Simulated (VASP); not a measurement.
## AlP (sol): single point with PBEsol

Crystal: AlP (sol).

```
Al P
1.0
     0.00000    2.73516    2.73516
     2.73516    0.00000    2.73516
     2.73516    2.73516    0.00000
Al P
1 1
Direct
  0.00000 0.00000 0.00000
  0.25000 0.25000 0.25000
```

```json
{
  "Program": "VASP 6.6.1",
  "Task": "single point",
  "Functional": "PBEsol",
  "Potentials or basis": "VASP PAW PBE potentials, release 64 (Al, P)",
  "Cutoff": "500 eV",
  "k mesh": "8 × 8 × 8",
  "Occupations": "gaussian, width 0.02 eV",
  "Spin": "no spin polarisation",
  "Dipole correction": "no",
  "Further INCAR settings": "ALGO = Normal; EDIFF = 1e-06; NBANDS = 11"
}
```

The pressure is 0.0 GPa. The band gap on the k mesh is 1.45 eV, indirect (least direct gap 3.16 eV).

Levels at points of the mesh, in eV from the valence-band top:
| k point | band 2 | band 3 | band 4 | band 5 | band 6 | band 7 |
| --- | --- | --- | --- | --- | --- | --- |
| (0.00, 0.00, 0.00) | 0.00 | 0.00 | 0.00 | 3.16 | 4.50 | 4.50 |
| (0.50, 0.00, 0.00) | -5.56 | -0.76 | -0.76 | 2.71 | 4.75 | 4.75 |
| (0.50, 0.50, 0.00) | -5.32 | -2.11 | -2.11 | 1.45 | 2.37 | 10.94 |

Wall time 22 s on 1 thread of AMD EPYC 7R13, on a shared host, peak memory 0.12 GiB.

Caveat: the PAW data sets were made with another functional, which shifts forces and pressure a little. A k mesh can miss the band edges.
